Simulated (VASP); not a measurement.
# CdF2 in VASP: further runs

The runs below take CdF2 through single point, relaxation of cell and atoms, with PBE, r2SCAN.

All numbers are computed with VASP 6.6.1; they aren't measurements. Logs are shortened: lines on timing, memory, paths and dates and some standing lists are left out, and cuts for length are marked.

**1. The cell of the first run**

It takes space group Fm-3m (No. 225, cubic). Conventional cell: a = 5.481 Å, b = 5.481 Å, c = 5.481 Å, α = 90.00°, β = 90.00°, γ = 90.00°. Cd (site symmetry m-3m) has 8 F at 2.37 Å within 3.1 Å. F (site symmetry -43m) has 4 Cd at 2.37 Å and 6 F at 2.74 Å within 3.1 Å.

**2. Single point, PBE (atoms taken out)**

INCAR reads:

```
PREC = Accurate
ENCUT = 520
EDIFF = 1E-6
ISMEAR = 0
SIGMA = 0.02
LREAL = False
LASPH = True
NELM = 100
ALGO = Normal
ISIF = 2
LWAVE = False
LCHARG = False
GGA = PE
NBANDS = 20
```

KPOINTS reads:

```
Automatic mesh
0
Gamma
  8 8 8
```

POSCAR reads:

```
CdF2
1.0
    0.0000000000      2.7406778771      2.7406778771
    2.7406778771      0.0000000000      2.7406778771
    2.7406778771      2.7406778771      0.0000000000
Cd F
1 2
Direct
    0.5000000000      0.5000000000      0.5000000000
    0.2500000000      0.2500000000      0.2500000000
    0.7500000000      0.7500000000      0.7500000000
```

Potentials or basis: VASP PAW PBE potentials, release 64 (Cd, F).

The run is started by

```
> cat potpaw_PBE.64/Cd/POTCAR potpaw_PBE.64/F/POTCAR > POTCAR
> mpirun -np 1 vasp_std > vasp.out
```

OUTCAR:

```text
PREC = Accurate
   ENCUT = 520
   EDIFF = 1E-6
   ISMEAR = 0
   LREAL = False
   LASPH = True
   NELM = 100
   ISIF = 2
   GGA = PE

 ion  position               nearest neighbor table
   1  0.500  0.500  0.500-   2 2.37   3 2.37   2 2.37   2 2.37   2 2.37   3 2.37   3 2.37   3 2.37

   2  0.250  0.250  0.250-   1 2.37   1 2.37   1 2.37   1 2.37
   3  0.750  0.750  0.750-   1 2.37   1 2.37   1 2.37   1 2.37

  LATTYP: Found a face centered cubic cell.
 ALAT       =     5.4813557542

  Lattice vectors:

 A1 = (   0.0000000000,   2.7406778771,   2.7406778771)
 A2 = (   2.7406778771,   0.0000000000,   2.7406778771)
 A3 = (   2.7406778771,   2.7406778771,   0.0000000000)

Analysis of symmetry for initial positions (statically):
=====================================================================
 Subroutine PRICEL returns:
 Original cell was already a primitive cell.

 Routine SETGRP: Setting up the symmetry group for a
 face centered cubic supercell.

 Subroutine GETGRP returns: Found 48 space group operations
 (whereof 48 operations were pure point group operations)
 out of a pool of 48 trial point group operations.

The static configuration has the point symmetry O_h .

Analysis of symmetry for dynamics (positions and initial velocities):
=====================================================================
 Subroutine PRICEL returns:
 Original cell was already a primitive cell.

 Routine SETGRP: Setting up the symmetry group for a
 face centered cubic supercell.

 Subroutine GETGRP returns: Found 48 space group operations
 (whereof 48 operations were pure point group operations)
 out of a pool of 48 trial point group operations.

The dynamic configuration has the point symmetry O_h .

 Subroutine INISYM returns: Found 48 space group operations
 (whereof 48 operations are pure point group operations),
 and found     1 'primitive' translations

----------------------------------------------------------------------------------------

                                     Primitive cell

  volume of cell :      41.1722

  direct lattice vectors                    reciprocal lattice vectors
     0.000000000  2.740677877  2.740677877    -0.182436617  0.182436617  0.182436617
     2.740677877  0.000000000  2.740677877     0.182436617 -0.182436617  0.182436617
     2.740677877  2.740677877  0.000000000     0.182436617  0.182436617 -0.182436617

  length of vectors
     3.875903824  3.875903824  3.875903824     0.315989490  0.315989490  0.315989490

  position of ions in fractional coordinates (direct lattice)
     0.500000000  0.500000000  0.500000000
     0.250000000  0.250000000  0.250000000
     0.750000000  0.750000000  0.750000000

  ion indices of the primitive-cell ions
   primitive index   ion index
                 1           1
                 2           2
                 3           3

----------------------------------------------------------------------------------------

 KPOINTS: Automatic mesh

Automatic generation of k-mesh.
 Grid dimensions read from file:
 generate k-points for:    8    8    8

 Generating k-lattice:

  Cartesian coordinates                     Fractional coordinates (reciprocal lattice)
    -0.022804577  0.022804577  0.022804577     0.125000000  0.000000000  0.000000000
     0.022804577 -0.022804577  0.022804577     0.000000000  0.125000000  0.000000000
     0.022804577  0.022804577 -0.022804577     0.000000000  0.000000000  0.125000000

  Length of vectors
     0.039498686  0.039498686  0.039498686

  Shift w.r.t. Gamma in fractional coordinates (k-lattice)
     0.000000000  0.000000000  0.000000000

 Subroutine IBZKPT returns following result:
 ===========================================

 Found     29 irreducible k-points:

 Following reciprocal coordinates:
            Coordinates               Weight
  0.000000  0.000000  0.000000      1.000000
  0.125000  0.000000  0.000000      8.000000
  0.250000  0.000000  0.000000      8.000000
  0.375000  0.000000  0.000000      8.000000
  0.500000  0.000000  0.000000      4.000000
  0.125000  0.125000  0.000000      6.000000
[... 16 lines left out ...]
  0.500000  0.250000  0.125000     48.000000
 -0.375000  0.250000  0.125000     24.000000
 [... further k-points ...]
   k-points           NKPTS =     29   k-points in BZ     NKDIM =     29   number of bands    NBANDS=     20
   number of dos      NEDOS =    301   number of ions     NIONS =      3
   total plane-waves  NPLWV =  27000
   dimension x,y,z NGX =    30 NGY =   30 NGZ =   30
   dimension x,y,z NGXF=    60 NGYF=   60 NGZF=   60
   ions per type =               1   2
   NGX,Y,Z   is equivalent  to a cutoff of  12.87, 12.87, 12.87 a.u.
   NGXF,Y,Z  is equivalent  to a cutoff of  25.74, 25.74, 25.74 a.u.
 SYSTEM =  unknown system
   PREC   = accura    normal or accurate (medium, high low for compatibility)
   ISTART =      0    job   : 0-new  1-cont  2-samecut
   ICHARG =      2    charge: 1-file 2-atom 10-const
   ISPIN  =      1    spin polarized calculation?
   LNONCOLLINEAR =      F non collinear calculations
   LSORBIT =      F    spin-orbit coupling
   LASPH  =      T    aspherical Exc in radial PAW
   ENCUT  =  520.0 eV  38.22 Ry    6.18 a.u.   7.21  7.21  7.21*2*pi/ulx,y,z
   NELM   =    100;   NELMIN=  2; NELMDL= -5     # of ELM steps
   EDIFF  = 0.1E-05   stopping-criterion for ELM
   LREAL  =      F    real-space projection
[... 7 lines left out ...]
   TEBEG  =    0.0;   TEEND  =   0.0 temperature during run
   PSTRESS=    0.0 pullay stress
   NELECT =      26.0000    total number of electrons
   NUPDOWN=      -1.0000    fix difference up-down
   EMIN   =  10.00;   EMAX   =-10.00  energy-range for DOS
   EFERMI =   0.00;   METHOD = LEGACY
   ISMEAR =     0;   SIGMA  =   0.02  broadening in eV -4-tet -1-fermi 0-gaus
   EFERMI_NEDOS =   21; number of points for ismear=-14 and -15
   IALGO  =     38    algorithm
   IMIX   =      4    mixing-type and parameters
     AMIX     =   0.40;   BMIX     =  1.00
     AMIX_MAG =   1.60;   BMIX_MAG =  1.00
  volume/ion in A,a.u.               =      13.72        92.61
  Fermi-wavevector in a.u.,A,eV,Ry     =   1.404531  2.654178 26.840308  1.972707
  Thomas-Fermi vector in A             =   2.527083
   LORBIT       =      0    0 simple, 1 ext, 2 COOP (PROOUT), +10 PAW based schemes
   GGA     = PE    functional components
   LHFCALC =     F    Hartree Fock is set to
   AEXX    =    0.0000 exact exchange contribution
   IVDW    =     0    specifies the selected vdW correction
   LEPSILON=     F    determine dielectric tensor
   LRPA    =     F    only Hartree local field effects (RPA)
 non-spin polarized calculation
 Gauss-broadening in eV      SIGMA  =   0.02
  energy-cutoff  :      520.00
  volume of cell :       41.17
 maximum number of plane-waves:      1124
 NGX is ok and might be reduce to    30
   NGX = 15   NGY = 15   NGZ = 15

 number of electron      25.9999995 magnetization

 Free energy of the ion-electron system (eV)
  ---------------------------------------------------
  ext. energy  EPLUGINS =         0.00000000
  ---------------------------------------------------
  free energy    TOTEN  =       -10.90522467 eV

  energy without entropy =      -10.90522467  energy(sigma->0) =      -10.90522467

 E-fermi :  -1.4779     XC(G=0): -10.1347

 val. band max:       -1.6843429366   @ k =  -0.2500   0.5000   0.2500
 cond. band min:       1.2019275680   @ k =   0.0000   0.0000   0.0000
 fundamental gap:      2.8862705045
 Fermi energy:        -1.4779456583

 k-point     1 :       0.0000    0.0000    0.0000
  band No.  band energies     occupation
      1     -22.2162      2.00000
      2     -21.2485      2.00000
      3      -7.1647      2.00000
      4      -7.1647      2.00000
      5      -7.1647      2.00000
      6      -6.1698      2.00000
[... 12 lines left out ...]
     19      17.8394      0.00000
     20      17.8394      0.00000

 k-point     2 :       0.1250    0.0000    0.0000
  band No.  band energies     occupation
      1     -22.1739      2.00000
      2     -21.2873      2.00000
      3      -7.1136      2.00000
      4      -7.1136      2.00000
      5      -7.0206      2.00000
      6      -6.1831      2.00000
[... 12 lines left out ...]
     19      17.4281      0.00000
     20      17.4281      0.00000

 k-point     3 :       0.2500    0.0000    0.0000
  band No.  band energies     occupation
      1     -22.0556      2.00000
      2     -21.3913      2.00000
      3      -6.9974      2.00000
      4      -6.9974      2.00000
      5      -6.6381      2.00000
      6      -6.1922      2.00000
[... 12 lines left out ...]
     19      16.7604      0.00000
     20      17.3507      0.00000

 k-point     4 :       0.3750    0.0000    0.0000
  band No.  band energies     occupation
      1     -21.8926      2.00000
      2     -21.5381      2.00000
      3      -6.9047      2.00000
      4      -6.9047      2.00000
      5      -6.1768      2.00000
      6      -6.1487      2.00000
[... 12 lines left out ...]
     19      16.2968      0.00000
     20      16.9408      0.00000

 k-point     5 :       0.5000    0.0000    0.0000
  band No.  band energies     occupation
      1     -21.7420      2.00000
      2     -21.6812      2.00000
      3      -6.8777      2.00000
      4      -6.8777      2.00000
      5      -6.1080      2.00000
      6      -6.1080      2.00000
[... 12 lines left out ...]
     19      16.1372      0.00000
     20      16.6272      0.00000
[... 353 lines left out ...]
      6      -6.0708      2.00000
[... 12 lines left out ...]
     19      17.2477      0.00000
     20      19.4924      0.00000

 k-point    22 :       0.3750    0.2500    0.1250
  band No.  band energies     occupation
      1     -21.9735      2.00000
      2     -21.4570      2.00000
      3      -6.8662      2.00000
      4      -6.8424      2.00000
      5      -6.4247      2.00000
      6      -6.3691      2.00000
[... 12 lines left out ...]
     19      17.4018      0.00000
     20      19.5794      0.00000

 k-point    23 :       0.5000    0.2500    0.1250
  band No.  band energies     occupation
      1     -21.8424      2.00000
      2     -21.5704      2.00000
      3      -6.7849      2.00000
      4      -6.7167      2.00000
      5      -6.3360      2.00000
      6      -6.1523      2.00000
[... 12 lines left out ...]
     19      16.8611      0.00000
     20      19.6940      0.00000

 k-point    24 :      -0.3750    0.2500    0.1250
  band No.  band energies     occupation
      1     -21.7178      2.00000
      2     -21.6873      2.00000
      3      -6.7593      2.00000
      4      -6.6842      2.00000
      5      -6.1956      2.00000
      6      -6.1862      2.00000
[... 12 lines left out ...]
     19      16.6564      0.00000
     20      20.1536      0.00000

 [... further k-points ...]
[... 5 lines left out ...]
  --------------------------------------------------------------------------------------
  -------------------------------------------------------------------------------------
  Total        0.1401322      0.1401322      0.1401322      0.0000000      0.0000000      0.0000000
  in kB        5.4531134      5.4531134      5.4531134      0.0000000      0.0000000      0.0000000
  external PRESSURE =       5.4531134 kB  Pullay stress =       0.0000000 kB

 VOLUME and BASIS-vectors are now :
 -----------------------------------------------------------------------------
  energy-cutoff  :      520.00
  volume of cell :       41.17
      direct lattice vectors                 reciprocal lattice vectors
     0.000000000  2.740677877  2.740677877    -0.182436617  0.182436617  0.182436617
     2.740677877  0.000000000  2.740677877     0.182436617 -0.182436617  0.182436617
     2.740677877  2.740677877  0.000000000     0.182436617  0.182436617 -0.182436617

 POSITION                                       TOTAL-FORCE (eV/Angst)
 -----------------------------------------------------------------------------------
      2.74068      2.74068      2.74068         0.000000      0.000000     -0.000000
      1.37034      1.37034      1.37034        -0.000000     -0.000000      0.000000
      4.11102      4.11102      4.11102         0.000000      0.000000      0.000000
 -----------------------------------------------------------------------------------
    total drift:                                0.000000     -0.000000      0.000000

  FREE ENERGIE OF THE ION-ELECTRON SYSTEM (eV)
  ---------------------------------------------------
  free  energy   TOTEN  =       -10.9052246653 eV

  energy  without entropy=      -10.9052246653  energy(sigma->0) =      -10.90522467
```

Wall time 17 s (1 thread of Intel Xeon 6975P-C (Granite Rapids), shared host); peak memory 0.17 GiB.

What came out:

```yaml
Free_energy: -10.9052 eV
Pressure: 0.5 GPa
Band_gap_on_the_k_mesh: 2.89 eV (least direct gap 3.44 eV)
```

Levels at points of the mesh, in eV from the valence-band top:
```csv
k point,band 11,band 12,band 13,band 14,band 15,band 16
"(0.00, 0.00, 0.00)",-0.56,-0.56,-0.56,2.89,12.45,12.45
"(0.50, 0.00, 0.00)",-1.65,-0.43,-0.43,6.78,8.98,14.05
"(0.50, 0.50, 0.00)",-0.41,-0.08,-0.08,7.58,9.37,11.81
```

Caveat: the cell differs from its parent crystal (atoms taken out). A k mesh can miss the band edges.

**3. Single point, PBE**

INCAR reads:

```
SYSTEM = CdF2
PREC     = Accurate       ! precision mode
ENCUT    = 520            ! plane-wave cutoff, eV
EDIFF    = 1E-6           ! SCF threshold, eV
ISMEAR   = 0              ! smearing method
SIGMA    = 0.02           ! smearing width, eV
LREAL    = .False.        ! projectors in reciprocal space
LASPH    = .True.         ! aspherical terms in the spheres
NELM     = 100            ! most SCF steps
ALGO     = Normal         ! electronic algorithm
ISIF     = 2              ! what is computed and relaxed
LWAVE    = .False.        ! write WAVECAR
LCHARG   = .False.        ! write CHGCAR
GGA      = PE             ! functional
NBANDS   = 20             ! bands
```

KPOINTS reads:

```
Automatic mesh
0
Gamma
  8 8 8
  0 0 0
```

POSCAR is that of step 2.

Potentials or basis: VASP PAW PBE potentials, release 64 (Cd, F).

The run is started by

```
> cat potpaw_PBE.64/Cd/POTCAR potpaw_PBE.64/F/POTCAR > POTCAR
> mpirun -np 1 vasp_std > vasp.out
```

Wall time 17 s (1 thread of Intel Xeon 6975P-C (Granite Rapids), shared host); peak memory 0.17 GiB.

It converged, with:

| Quantity | Value |
| --- | --- |
| Free energy | -10.9052 eV |
| Pressure | 0.5 GPa |
| Band gap on the k mesh | 2.89 eV (least direct gap 3.44 eV) |

Levels at points of the mesh, in eV from the valence-band top:
| k point | band 10 | band 11 | band 12 | band 13 | band 14 | band 15 | band 16 | band 17 |
| --- | --- | --- | --- | --- | --- | --- | --- | --- |
| (0.00, 0.00, 0.00) | -0.85 | -0.56 | -0.56 | -0.56 | 2.89 | 12.45 | 12.45 | 12.45 |
| (0.50, 0.00, 0.00) | -1.65 | -1.65 | -0.43 | -0.43 | 6.78 | 8.98 | 14.05 | 14.05 |
| (0.50, 0.50, 0.00) | -2.70 | -0.41 | -0.08 | -0.08 | 7.58 | 9.37 | 11.81 | 13.82 |

(Continued in part 2 of 2.)
